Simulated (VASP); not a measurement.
## Mg: single point with r2SCAN

The system is Mg.

```
Mg
1.0
     3.14283    0.00000    0.00000
    -1.57142    2.72177    0.00000
     0.00000    0.00000    5.06720
Mg
2
Direct
  0.33333 0.66667 0.25000
  0.66667 0.33333 0.75000
```

```
Program             : VASP 6.6.1
Task                : single point
Functional          : r2SCAN
Potentials or basis : VASP PAW PBE potentials, release 64 (Mg)
Cutoff              : 520 eV
k mesh              : 16 × 16 × 10
Occupations         : gaussian, width 0.05 eV
Spin                : no spin polarisation
```

```json
{"Pressure": "1.5 GPa", "Band gap on the k mesh": "zero (bands 2 and 3 overlap by 2.15 eV)"}
```

Levels at points of the mesh, in eV from the Fermi level:
```csv
k point,band 1,band 2,band 3,band 4,band 5
"(0.00, 0.00, 0.00)",-7.67,-1.99,-1.15,11.94,11.94
"(0.50, 0.00, 0.00)",-2.52,-2.31,2.89,3.13,3.78
"(0.00, 0.00, 0.50)",-6.12,-6.12,5.66,5.66,12.72
"(0.50, 0.00, 0.50)",-1.35,-1.35,-0.41,-0.41,8.71
```

Wall time 53 s on 1 thread of Intel(R) Xeon(R) 6975P-C (Granite Rapids), with other jobs on the host, peak memory 0.21 GiB.

Caveat: the PAW data sets were made with another functional, which shifts forces and pressure a little.
